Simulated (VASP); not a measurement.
# Te2Mo in VASP: further runs

The runs below take Te2Mo through relaxation of cell and atoms, single point, with PBE+D3(BJ).

Program: VASP 6.6.1. These are calculated values, not measurements. Logs are shortened: lines on timing, memory, paths and dates and some standing lists are left out, and cuts for length are marked.

**What was measured.**

From “Broadband infrared study of pressure-tunable Fano resonance and metallization transition in 2H-MoTe2”, 2022, pmc:9569381, for a bulk crystal of Te2Mo at 300 K: band gap 0.88 ± 0.05 eV (indirect).

The runs below are set against these values where they give the same quantity.

**1. The cell of the first run**

The typed cell holds 6 atoms: a = 3.529 Å, b = 3.531 Å, c = 13.918 Å, α = 90.18°, β = 89.07°, γ = 120.74°.

**2. Relaxation of cell and atoms, PBE+D3(BJ)**

INCAR

```
PREC = Accurate
ENCUT = 500
EDIFF = 1E-7
ISMEAR = 0
SIGMA = 0.1
LREAL = F
LASPH = T
NELM = 120
ALGO = Normal
ISIF = 3
LWAVE = F
LCHARG = F
GGA = PE
IVDW = 12
IBRION = 2
NSW = 100
EDIFFG = -0.05
GGA_COMPAT = F
NELMIN = 4
```

KPOINTS

```
regular mesh
0
Gamma
  6 6 2
```

POSCAR

```
Te2Mo
1.0
    3.5278560490     -0.0537061861      0.0580749165
   -1.7592256514      3.0619080930      0.0327853404
   -0.0063420623     -0.2027120387     13.9169750804
Te Mo
4 2
Direct
    0.3575761274      0.6574912111      0.6211409236
    0.6658486011      0.3177974937      0.1210088692
    0.3160407245      0.6321118187      0.8833696313
    0.6707495545      0.3210170948      0.3782634042
    0.3393774214      0.6615199145      0.2489576813
    0.6473433596      0.3442543870      0.7505319212
```

Potentials or basis: VASP PAW PBE potentials, release 64 (Te, Mo_sv).

On the command line:

```console
> cat potpaw_PBE.64/Te/POTCAR potpaw_PBE.64/Mo_sv/POTCAR > POTCAR
> mpirun -np 1 vasp_std > vasp.out
```

OUTCAR:

```text
PREC = Accurate
   ENCUT = 500
   EDIFF = 1E-7
   ISMEAR = 0
   LREAL = F
   LASPH = T
   NELM = 120
   ISIF = 3
   GGA = PE
   IVDW = 12
   IBRION = 2
   NSW = 100
   EDIFFG = -0.05
   NELMIN = 4
 IVDW          = 12

 ion  position               nearest neighbor table
   1  0.358  0.657  0.621-   6 2.60   6 2.77   6 2.79   3 3.65
   2  0.666  0.318  0.121-   5 2.66   5 2.71   5 2.73   4 3.58
   3  0.316  0.632  0.883-   6 2.64   6 2.77   6 2.84   1 3.65
   4  0.671  0.321  0.378-   5 2.69   5 2.70   5 2.75   2 3.58
   5  0.339  0.662  0.249-   2 2.66   4 2.69   4 2.70   2 2.71   2 2.73   4 2.75
   6  0.647  0.344  0.751-   1 2.60   3 2.64   1 2.77   3 2.77   1 2.79   3 2.84

  LATTYP: Found a triclinic cell.
 ALAT       =     3.5287427439
 B/A-ratio  =     1.0007708862
 C/A-ratio  =     3.9443092880
 COS(alpha) =     0.0031179644
 COS(beta)  =     0.0162220508
 COS(gamma) =     0.5110757657

  Lattice vectors:

 A1 = (  -3.5278560490,   0.0537061861,  -0.0580749165)
 A2 = (  -1.7592256514,   3.0619080930,   0.0327853404)
 A3 = (   0.0063420623,   0.2027120387, -13.9169750804)

Analysis of symmetry for initial positions (statically):
=====================================================================
 Subroutine PRICEL returns:
 Original cell was already a primitive cell.

 Routine SETGRP: Setting up the symmetry group for a
 triclinic supercell.

 Subroutine GETGRP returns: Found  1 space group operations
 (whereof  1 operations were pure point group operations)
 out of a pool of  2 trial point group operations.

The static configuration has the point symmetry C_1 .

Analysis of symmetry for dynamics (positions and initial velocities):
=====================================================================
 Subroutine PRICEL returns:
 Original cell was already a primitive cell.

 Routine SETGRP: Setting up the symmetry group for a
 triclinic supercell.

 Subroutine GETGRP returns: Found  1 space group operations
 (whereof  1 operations were pure point group operations)
 out of a pool of  2 trial point group operations.

The dynamic configuration has the point symmetry C_1 .

 Subroutine INISYM returns: Found  1 space group operations
 (whereof  1 operations are pure point group operations),
 and found     1 'primitive' translations

----------------------------------------------------------------------------------------

                                     Primitive cell

  volume of cell :     149.0612
[... 92 lines left out ...]
   LNONCOLLINEAR =      F non collinear calculations
   LSORBIT =      F    spin-orbit coupling
   LASPH  =      T    aspherical Exc in radial PAW
   ENCUT  =  500.0 eV  36.75 Ry    6.06 a.u.   6.43  6.44 25.38*2*pi/ulx,y,z
   NELM   =    120;   NELMIN=  4; NELMDL= -5     # of ELM steps
   EDIFF  = 0.1E-06   stopping-criterion for ELM
   LREAL  =      F    real-space projection
   EDIFFG = -.5E-01   stopping-criterion for IOM
   NSW    =    100    number of steps for IOM
   IBRION =      2    ionic relax: 0-MD 1-quasi-New 2-CG
   NFREE  =      1    steps in history (QN), initial steepest desc. (CG)
   ISIF   =      3    stress and relaxation
   ISYM   =      2    0-nonsym 1-usesym 2-fastsym
   POTIM  = 0.5000    time-step for ionic-motion
   TEBEG  =    0.0;   TEEND  =   0.0 temperature during run
   PSTRESS=    0.0 pullay stress
   NELECT =      52.0000    total number of electrons
   NUPDOWN=      -1.0000    fix difference up-down
   EMIN   =  10.00;   EMAX   =-10.00  energy-range for DOS
   EFERMI =   0.00;   METHOD = LEGACY
   ISMEAR =     0;   SIGMA  =   0.10  broadening in eV -4-tet -1-fermi 0-gaus
   EFERMI_NEDOS =   21; number of points for ismear=-14 and -15
   IALGO  =     38    algorithm
   IMIX   =      4    mixing-type and parameters
     AMIX     =   0.40;   BMIX     =  1.00
     AMIX_MAG =   1.60;   BMIX_MAG =  1.00
  volume/ion in A,a.u.               =      24.84       167.65
  Fermi-wavevector in a.u.,A,eV,Ry     =   1.152447  2.177810 18.070374  1.328135
  Thomas-Fermi vector in A             =   2.289098
   LORBIT       =      0    0 simple, 1 ext, 2 COOP (PROOUT), +10 PAW based schemes
   GGA     = PE    functional components
   LHFCALC =     F    Hartree Fock is set to
   AEXX    =    0.0000 exact exchange contribution
   IVDW    =    12    specifies the selected vdW correction
   LEPSILON=     F    determine dielectric tensor
   LRPA    =     F    only Hartree local field effects (RPA)
 conjugate gradient relaxation of ions
 non-spin polarized calculation
 Gauss-broadening in eV      SIGMA  =   0.10
  energy-cutoff  :      500.00
  volume of cell :      149.06
 maximum number of plane-waves:      3814
 NGX is ok and might be reduce to    28
   NGX = 13   NGY = 13   NGZ = 51

--------------------------------------- Ionic step        1  -------------------------------------------

 number of electron      51.9999997 magnetization

 Free energy of the ion-electron system (eV)
  ---------------------------------------------------
  ext. energy  EPLUGINS =         0.00000000
  ---------------------------------------------------
  free energy    TOTEN  =       -35.74599768 eV

  energy without entropy =      -35.74599768  energy(sigma->0) =      -35.74599768

------------------------ aborting loop because EDIFF is reached ----------------------------------------

 Edisp (eV)   -3.23525

 E8    (eV) :    -1.4916
[... 117 lines left out ...]
  FREE ENERGIE OF THE ION-ELECTRON SYSTEM (eV)
  ---------------------------------------------------
  free  energy   TOTEN  =       -39.1912424171 eV

  energy  without entropy=      -39.1912424166  energy(sigma->0) =      -39.19124242

[... ionic steps 4 to 13 ...]

--------------------------------------- Ionic step       14  -------------------------------------------

 number of electron      52.0000001 magnetization

------------------------ aborting loop because EDIFF is reached ----------------------------------------
[... 83 lines left out ...]
--------------------------------------- Ionic step       16  -------------------------------------------

 number of electron      52.0000001 magnetization

 Free energy of the ion-electron system (eV)
  ---------------------------------------------------
  ext. energy  EPLUGINS =         0.00000000
  ---------------------------------------------------
  free energy    TOTEN  =       -35.90010987 eV

  energy without entropy =      -35.90010985  energy(sigma->0) =      -35.90010986

 E-fermi :   9.0069     XC(G=0): -10.6539

 val. band max:        8.6691658324   @ k =   0.0000   0.0000   0.0000
 cond. band min:       9.3657479016   @ k =  -0.1667   0.3333  -0.0000
 fundamental gap:      0.6965820693
 Fermi energy:         9.0069439927

 k-point     1 :       0.0000    0.0000    0.0000
  band No.  band energies     occupation
      1     -52.1934      2.00000
      2     -52.1931      2.00000
      3     -26.3736      2.00000
      4     -26.3731      2.00000
      5     -26.2283      2.00000
      6     -26.2274      2.00000
[... 805 lines left out ...]
     30      10.2958      0.00000
     31      11.6524      0.00000

 [... further k-points ...]

------------------------ aborting loop because EDIFF is reached ----------------------------------------

 Edisp (eV)   -3.33073

 E8    (eV) :    -1.5346
[... 29 lines left out ...]
  FREE ENERGIE OF THE ION-ELECTRON SYSTEM (eV)
  ---------------------------------------------------
  free  energy   TOTEN  =       -39.2308379833 eV

  energy  without entropy=      -39.2308379623  energy(sigma->0) =      -39.23083797

 reached required accuracy - stopping structural energy minimisation
```

Run time: 21 min. Hardware: 1 thread of Intel Xeon 6975P-C (Granite Rapids), shared host; peak memory 0.39 GiB.

Results:

- Free energy: -39.2308 eV
- Relaxed volume: 24.13 Å³/atom
- Relaxed cell: a = 3.496 Å, b = 3.496 Å, c = 13.677 Å, α = 89.99°, β = 89.82°, γ = 120.01°
- Space group after relaxing (to 0.1 Å): P6_3/mmc (No. 194)
- Energy gained by relaxing: 41.6 meV/atom
- Ionic steps: 16
- Pressure after relaxing: 0.0 GPa
- Largest force after relaxing: 0.044 eV/Å
- Band gap on the k mesh: 0.70 eV (least direct gap 1.03 eV)
- Dispersion energy per atom: -0.555 eV

Forces on the atoms (eV/Å):
```
Te  -0.001  0.002 -0.001
Te  -0.017 -0.033 -0.003
Te  -0.004 -0.002 -0.009
Te   0.037  0.014  0.019
Mo  -0.032  0.019  0.009
Mo   0.018  0.000 -0.015
```

Step by step:
```
step  energy change (eV)  largest force (eV/Å)  pressure (GPa)  volume (Å³)
   1              0.0000                2.3463           -0.16       149.06
   2             -0.2096                0.3984           -1.10       148.54
   3             -0.2100                0.3846           -1.09       148.56
   4             -0.2195                0.4327            1.71       144.94
   5             -0.2280                0.3068            0.53       146.39
   6             -0.2390                0.1608           -0.13       146.78
   7             -0.2390                0.1632           -0.18       146.81
   8             -0.2437                0.1248           -0.13       146.40
   9             -0.2442                0.1318           -0.10       146.22
  10             -0.2467                0.0956            0.02       145.71
  11             -0.2473                0.0956            0.12       145.31
  12             -0.2485                0.0648           -0.24       145.30
  13             -0.2485                0.0645           -0.19       145.30
  14             -0.2490                0.0773            0.16       144.65
  15             -0.2491                0.0659            0.06       144.83
  16             -0.2496                0.0441            0.03       144.75
```

Final structure:
```cif
data_structure
_symmetry_space_group_name_H-M 'P 1'
_symmetry_Int_Tables_number 1
_cell_length_a 3.4962
_cell_length_b 3.4958
_cell_length_c 13.6767
_cell_angle_alpha 89.987
_cell_angle_beta 89.819
_cell_angle_gamma 120.007
_cell_volume 144.75
loop_
_atom_site_label
_atom_site_type_symbol
_atom_site_fract_x
_atom_site_fract_y
_atom_site_fract_z
_atom_site_occupancy
Te1 Te 0.33224 0.65678 0.61822 1
Te2 Te 0.67228 0.32470 0.11702 1
Te3 Te 0.32866 0.65490 0.88414 1
Te4 Te 0.66473 0.32005 0.38278 1
Mo1 Mo 0.33551 0.65524 0.24989 1
Mo2 Mo 0.66351 0.32253 0.75122 1
```

Caveat: spin-orbit coupling is left out, which moves the levels of the heavy elements; the relaxation stopped at a loose force limit of 0.05 eV/Å, so its end isn't a converged minimum. A k mesh can miss the band edges.

**3. Single point, PBE+D3(BJ)**

This run uses another cell than the first one, of 24.18 Å³/atom.

INCAR

```
SYSTEM = Te2Mo
ALGO = Normal ; EDIFF = 1E-6
ENCUT = 500 ; GGA = PE
GGA_COMPAT = .FALSE. ; ISIF = 2
ISMEAR = 0 ; IVDW = 12
LASPH = .TRUE. ; LCHARG = .FALSE.
LREAL = .FALSE. ; LWAVE = .FALSE.
NBANDS = 35 ; NELM = 120
PREC = Accurate ; SIGMA = 0.02
```

KPOINTS

```
k-points
0
G
  10 10 2
  0 0 0
```

POSCAR

```
Te2Mo
1.0
    3.4964004394     -0.0294285501      0.0294731769
   -1.7231143013      3.0423406037      0.0382057428
   -0.1174727419     -0.2385452379     13.6969527675
Te Mo
4 2
Direct
    0.3328280961      0.6556949487      0.6179062229
    0.6661483490      0.3223675295      0.1179053525
    0.3328302829      0.6556964249      0.8831854192
    0.6661505729      0.3223689078      0.3831846311
    0.3328137049      0.6557019423      0.2505449894
    0.6661647826      0.3223621667      0.7505458159
```

Potentials or basis: VASP PAW PBE potentials, release 64 (Te, Mo_sv).

On the command line:

```console
> cat potpaw_PBE.64/Te/POTCAR potpaw_PBE.64/Mo_sv/POTCAR > POTCAR
> mpirun -np 1 vasp_std > vasp.out
```

Run time: 5.3 min. Hardware: 1 thread of Intel Xeon 6975P-C (Granite Rapids), shared host; peak memory 0.55 GiB.

The run converged. Its results:

```
Free energy                : -39.2306 eV
Pressure                   : 0.0 GPa
Largest force              : 0.015 eV/Å
Band gap on the k mesh     : 0.59 eV (least direct gap 1.16 eV)
Dispersion energy per atom : -0.554 eV
```

Forces in eV/Å, atoms in the order of the input:
```
Te   0.000  0.000 -0.015
Te   0.000  0.000 -0.015
Te   0.000  0.000  0.015
Te   0.000  0.000  0.015
Mo   0.000  0.000  0.000
Mo   0.000  0.000  0.000
```

Stress tensor (GPa, compression positive):
```
-0.02  0.00  0.00
 0.00 -0.02  0.00
 0.00  0.00  0.06
```

Levels at points of the mesh, in eV from the valence-band top:
```tsv
k point	band 22	band 23	band 24	band 25	band 26	band 27	band 28	band 29	band 30	band 31
(0.00, 0.00, 0.00)	-1.06	-1.02	-1.02	-0.18	0.00	2.87	2.87	3.05	3.05	3.07
(0.50, 0.00, 0.00)	-1.90	-1.10	-1.03	-0.66	-0.26	1.26	1.33	1.40	1.82	2.53
(0.00, 0.50, 0.00)	-1.90	-1.10	-1.03	-0.66	-0.26	1.26	1.33	1.40	1.82	2.53
(0.50, 0.50, 0.00)	-1.90	-1.10	-1.03	-0.66	-0.26	1.26	1.33	1.40	1.82	2.53
(0.00, 0.00, 0.50)	-1.04	-1.04	-1.04	-0.05	-0.05	2.91	2.91	2.91	2.91	3.29
(0.50, 0.00, 0.50)	-2.05	-1.04	-1.04	-0.46	-0.46	1.29	1.29	1.63	1.63	3.01
(0.00, 0.50, 0.50)	-2.05	-1.04	-1.04	-0.46	-0.46	1.29	1.29	1.63	1.63	3.01
(0.50, 0.50, 0.50)	-2.05	-1.04	-1.04	-0.46	-0.46	1.29	1.29	1.63	1.63	3.01
```

Caveat: spin-orbit coupling is left out, which moves the levels of the heavy elements.

**4. Comparison with measurements**

Step 3. Measured gap of Te2Mo: 0.88 eV (indirect; 300 K; quoted in “Broadband infrared study of pressure-tunable Fano resonance and metallization transition in 2H-MoTe2”, 2022, pmc:9569381). This calculation gives 0.59 eV (-0.29 eV). Spin-orbit coupling on Mo, Te is left out. The value is that of PBE+D3(BJ) on a finite k mesh, which can miss the band edges, without temperature or zero-point motion. Semilocal functionals fall short of measured gaps as a rule.
